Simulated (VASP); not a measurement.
# Sn (Fm-3m) in VASP: further runs

Sn is run at these levels: PBE; tasks: single point.

All numbers are computed with VASP 6.6.1; they aren't measurements. Logs are shortened: lines on timing, memory, paths and dates and some standing lists are left out, and cuts for length are marked.

## (1) The cell of the first run

It takes space group Fm-3m (No. 225, cubic). Conventional cell: a = 4.784 Å, b = 4.784 Å, c = 4.784 Å, α = 90.00°, β = 90.00°, γ = 90.00°. Within 4.4 Å of Sn (site symmetry m-3m) lie 12 Sn at 3.38 Å.

This isn't the form of Sn at room conditions, which is tetragonal (white tin).

## (2) Single point, PBE

INCAR

```
ALGO     = Normal         # electronic algorithm
EDIFF    = 1E-6           # SCF threshold, eV
ENCUT    = 520            # plane-wave cutoff, eV
GGA      = PE             # functional
ISIF     = 2              # what is computed and relaxed
ISMEAR   = -1             # smearing method
LASPH    = T              # aspherical terms in the spheres
LCHARG   = F              # write CHGCAR
LREAL    = F              # projectors in reciprocal space
LWAVE    = F              # write WAVECAR
NBANDS   = 13             # bands
NELM     = 60             # most SCF steps
PREC     = Accurate       # precision mode
SIGMA    = 0.06122561905347299 # smearing width, eV
```

KPOINTS

```
k-points
0
Gamma
  20 20 20
```

POSCAR

```
Sn
1.0
    0.0000000000      2.3919008879      2.3919008879
    2.3919008879      0.0000000000      2.3919008879
    2.3919008879      2.3919008879      0.0000000000
Sn
1
Direct
    0.0000000000      0.0000000000      0.0000000000
```

Potentials or basis: VASP PAW PBE potentials, release 64 (Sn_d).

Started as:

```sh
> cat potpaw_PBE.64/Sn_d/POTCAR > POTCAR
> mpirun -np 1 vasp_std > vasp.out
```

OUTCAR:

```text
EDIFF = 1E-6
   ENCUT = 520
   GGA = PE
   ISIF = 2
   ISMEAR = -1
   LASPH = T
   LREAL = F
   NELM = 60
   PREC = Accurate

 ion  position               nearest neighbor table
   1  0.000  0.000  0.000-

  LATTYP: Found a face centered cubic cell.
 ALAT       =     4.7838017758

  Lattice vectors:

 A1 = (   0.0000000000,   2.3919008879,   2.3919008879)
 A2 = (   2.3919008879,   0.0000000000,   2.3919008879)
 A3 = (   2.3919008879,   2.3919008879,   0.0000000000)

Analysis of symmetry for initial positions (statically):
=====================================================================
 Subroutine PRICEL returns:
 Original cell was already a primitive cell.

 Routine SETGRP: Setting up the symmetry group for a
 face centered cubic supercell.

 Subroutine GETGRP returns: Found 48 space group operations
 (whereof 48 operations were pure point group operations)
 out of a pool of 48 trial point group operations.

The static configuration has the point symmetry O_h .

Analysis of symmetry for dynamics (positions and initial velocities):
=====================================================================
 Subroutine PRICEL returns:
 Original cell was already a primitive cell.

 Routine SETGRP: Setting up the symmetry group for a
 face centered cubic supercell.

 Subroutine GETGRP returns: Found 48 space group operations
 (whereof 48 operations were pure point group operations)
 out of a pool of 48 trial point group operations.

The dynamic configuration has the point symmetry O_h .

 Subroutine INISYM returns: Found 48 space group operations
 (whereof 48 operations are pure point group operations),
 and found     1 'primitive' translations

----------------------------------------------------------------------------------------

                                     Primitive cell

  volume of cell :      27.3690

  direct lattice vectors                    reciprocal lattice vectors
     0.000000000  2.391900888  2.391900888    -0.209038762  0.209038762  0.209038762
     2.391900888  0.000000000  2.391900888     0.209038762 -0.209038762  0.209038762
     2.391900888  2.391900888  0.000000000     0.209038762  0.209038762 -0.209038762

  length of vectors
     3.382658676  3.382658676  3.382658676     0.362065756  0.362065756  0.362065756

  position of ions in fractional coordinates (direct lattice)
     0.000000000  0.000000000  0.000000000

  ion indices of the primitive-cell ions
   primitive index   ion index
                 1           1

----------------------------------------------------------------------------------------

 KPOINTS: k-points

Automatic generation of k-mesh.
 Grid dimensions read from file:
 generate k-points for:   20   20   20

 Generating k-lattice:

  Cartesian coordinates                     Fractional coordinates (reciprocal lattice)
    -0.010451938  0.010451938  0.010451938     0.050000000  0.000000000  0.000000000
     0.010451938 -0.010451938  0.010451938     0.000000000  0.050000000  0.000000000
     0.010451938  0.010451938 -0.010451938     0.000000000  0.000000000  0.050000000

  Length of vectors
     0.018103288  0.018103288  0.018103288

  Shift w.r.t. Gamma in fractional coordinates (k-lattice)
     0.000000000  0.000000000  0.000000000

 Subroutine IBZKPT returns following result:
 ===========================================

 Found    256 irreducible k-points:

 Following reciprocal coordinates:
            Coordinates               Weight
  0.000000  0.000000  0.000000      1.000000
  0.050000  0.000000  0.000000      8.000000
  0.100000  0.000000  0.000000      8.000000
  0.150000  0.000000  0.000000      8.000000
  0.200000  0.000000  0.000000      8.000000
  0.250000  0.000000  0.000000      8.000000
[... 16 lines left out ...]
 -0.400000  0.050000  0.000000     24.000000
 -0.350000  0.050000  0.000000     24.000000
 [... further k-points ...]
   k-points           NKPTS =    256   k-points in BZ     NKDIM =    256   number of bands    NBANDS=     13
   number of dos      NEDOS =    301   number of ions     NIONS =      1
   total plane-waves  NPLWV =  21952
   dimension x,y,z NGX =    28 NGY =   28 NGZ =   28
   dimension x,y,z NGXF=    56 NGYF=   56 NGZF=   56
   ions per type =               1
   NGX,Y,Z   is equivalent  to a cutoff of  13.76, 13.76, 13.76 a.u.
   NGXF,Y,Z  is equivalent  to a cutoff of  27.52, 27.52, 27.52 a.u.
 SYSTEM =  unknown system
   PREC   = accura    normal or accurate (medium, high low for compatibility)
   ISTART =      0    job   : 0-new  1-cont  2-samecut
   ICHARG =      2    charge: 1-file 2-atom 10-const
   ISPIN  =      1    spin polarized calculation?
   LNONCOLLINEAR =      F non collinear calculations
   LSORBIT =      F    spin-orbit coupling
   LASPH  =      T    aspherical Exc in radial PAW
   ENCUT  =  520.0 eV  38.22 Ry    6.18 a.u.   6.29  6.29  6.29*2*pi/ulx,y,z
   NELM   =     60;   NELMIN=  2; NELMDL= -5     # of ELM steps
   EDIFF  = 0.1E-05   stopping-criterion for ELM
   LREAL  =      F    real-space projection
   EDIFFG = 0.1E-04   stopping-criterion for IOM
   NSW    =      0    number of steps for IOM
   IBRION =     -1    ionic relax: 0-MD 1-quasi-New 2-CG
   NFREE  =      0    steps in history (QN), initial steepest desc. (CG)
   ISIF   =      2    stress and relaxation
   ISYM   =      2    0-nonsym 1-usesym 2-fastsym
   POTIM  = 0.5000    time-step for ionic-motion
   TEBEG  =    0.0;   TEEND  =   0.0 temperature during run
   PSTRESS=    0.0 pullay stress
   NELECT =      14.0000    total number of electrons
   NUPDOWN=      -1.0000    fix difference up-down
   EMIN   =  10.00;   EMAX   =-10.00  energy-range for DOS
   EFERMI =   0.00;   METHOD = LEGACY
   ISMEAR =    -1;   SIGMA  =   0.06  broadening in eV -4-tet -1-fermi 0-gaus
   EFERMI_NEDOS =   21; number of points for ismear=-14 and -15
   IALGO  =     38    algorithm
   IMIX   =      4    mixing-type and parameters
     AMIX     =   0.40;   BMIX     =  1.00
     AMIX_MAG =   1.60;   BMIX_MAG =  1.00
  volume/ion in A,a.u.               =      27.37       184.70
  Fermi-wavevector in a.u.,A,eV,Ry     =   1.309275  2.474172 23.323134  1.714202
  Thomas-Fermi vector in A             =   2.439885
   LORBIT       =      0    0 simple, 1 ext, 2 COOP (PROOUT), +10 PAW based schemes
   GGA     = PE    functional components
   LHFCALC =     F    Hartree Fock is set to
   AEXX    =    0.0000 exact exchange contribution
   IVDW    =     0    specifies the selected vdW correction
   LEPSILON=     F    determine dielectric tensor
   LRPA    =     F    only Hartree local field effects (RPA)
 non-spin polarized calculation
  energy-cutoff  :      520.00
  volume of cell :       27.37
 maximum number of plane-waves:       754
 NGX is ok and might be reduce to    28
   NGX = 13   NGY = 13   NGZ = 13

 number of electron      14.0000004 magnetization

 Free energy of the ion-electron system (eV)
  ---------------------------------------------------
  ext. energy  EPLUGINS =         0.00000000
  ---------------------------------------------------
  free energy    TOTEN  =        -3.78518431 eV

  energy without entropy =       -3.77782109  energy(sigma->0) =       -3.78150270

 E-fermi :   8.0842     XC(G=0): -10.3309

 val. band max:        8.0807419349   @ k =   0.3000   0.0500   0.0000
 cond. band min:       8.0845595658   @ k =  -0.4500   0.4000   0.0500
 fundamental gap:      0.0038176309
 Fermi energy:         8.0841996443

 k-point     1 :       0.0000    0.0000    0.0000
  band No.  band energies     occupation
      1     -13.5024      2.00000
      2     -13.5024      2.00000
      3     -13.5024      2.00000
      4     -13.4271      2.00000
      5     -13.4271      2.00000
      6      -3.0287      2.00000
      7      15.7048      0.00000
      8      15.7048      0.00000
      9      15.7048      0.00000
     10      18.6565      0.00000
     11      19.8503      0.00000
     12      19.8503      0.00000
     13      19.8503      0.00000

 k-point     2 :       0.0500    0.0000    0.0000
  band No.  band energies     occupation
      1     -13.5023      2.00000
      2     -13.5004      2.00000
      3     -13.5004      2.00000
      4     -13.4272      2.00000
      5     -13.4272      2.00000
      6      -2.9775      2.00000
      7      15.1001      0.00000
      8      15.6202      0.00000
      9      15.6202      0.00000
     10      18.2952      0.00000
     11      19.9957      0.00000
     12      19.9957      0.00000
     13      20.6773      0.00000

 k-point     3 :       0.1000    0.0000    0.0000
  band No.  band energies     occupation
      1     -13.5018      2.00000
      2     -13.4948      2.00000
      3     -13.4948      2.00000
      4     -13.4270      2.00000
      5     -13.4270      2.00000
      6      -2.8239      2.00000
      7      13.7421      0.00000
      8      15.4003      0.00000
      9      15.4003      0.00000
     10      17.9981      0.00000
     11      20.3813      0.00000
     12      20.3813      0.00000
     13      21.6170      0.00000
[... 305 lines left out ...]
 k-point    23 :      -0.4000    0.0500    0.0000
  band No.  band energies     occupation
      1     -13.4991      2.00000
      2     -13.4932      2.00000
      3     -13.4907      2.00000
      4     -13.3641      2.00000
      5     -13.3577      2.00000
      6       0.4695      2.00000
      7       4.6392      2.00000
      8      13.1996      0.00000
      9      13.9817      0.00000
     10      17.5866      0.00000
     11      18.4633      0.00000
     12      18.8336      0.00000
     13      20.0916      0.00000

 k-point    24 :      -0.3500    0.0500    0.0000
  band No.  band energies     occupation
      1     -13.4993      2.00000
      2     -13.4895      2.00000
      3     -13.4877      2.00000
      4     -13.3778      2.00000
      5     -13.3666      2.00000
      6      -0.2607      2.00000
      7       5.8152      2.00000
      8      13.2210      0.00000
      9      14.2478      0.00000
     10      17.7452      0.00000
     11      18.5782      0.00000
     12      18.9654      0.00000
     13      20.4994      0.00000

 [... further k-points ...]

------------------------ aborting loop because EDIFF is reached ----------------------------------------

  FORCE on cell =-STRESS in cart. coord.  units (eV):
  Direction    XX          YY          ZZ          XY          YZ          ZX
  --------------------------------------------------------------------------------------
  -------------------------------------------------------------------------------------
  Total        0.1980353      0.1980353      0.1980353      0.0000000     -0.0000000      0.0000000
  in kB       11.5929440     11.5929440     11.5929440      0.0000000     -0.0000000      0.0000000
  external PRESSURE =      11.5929440 kB  Pullay stress =       0.0000000 kB

 VOLUME and BASIS-vectors are now :
 -----------------------------------------------------------------------------
  energy-cutoff  :      520.00
  volume of cell :       27.37
      direct lattice vectors                 reciprocal lattice vectors
     0.000000000  2.391900888  2.391900888    -0.209038762  0.209038762  0.209038762
     2.391900888  0.000000000  2.391900888     0.209038762 -0.209038762  0.209038762
     2.391900888  2.391900888  0.000000000     0.209038762  0.209038762 -0.209038762

 POSITION                                       TOTAL-FORCE (eV/Angst)
 -----------------------------------------------------------------------------------
      0.00000      0.00000      0.00000         0.000000     -0.000000      0.000000
 -----------------------------------------------------------------------------------
    total drift:                               -0.000000     -0.000000     -0.000000

  FREE ENERGIE OF THE ION-ELECTRON SYSTEM (eV)
  ---------------------------------------------------
  free  energy   TOTEN  =        -3.7851843083 eV

  energy  without entropy=       -3.7778210932  energy(sigma->0) =       -3.78150270
```

It took 37 s on 1 thread of Intel Xeon 6975P-C (Granite Rapids), shared host; peak memory 0.22 GiB.

Results:

```yaml
Free_energy: -3.7852 eV
Pressure: 1.2 GPa
Band_gap_on_the_k_mesh: zero (bands 7 and 8 overlap by 9.60 eV)
```

Caveat: spin-orbit coupling is left out, which moves the levels of the heavy elements.

(Part 1 of 2 ends here.)
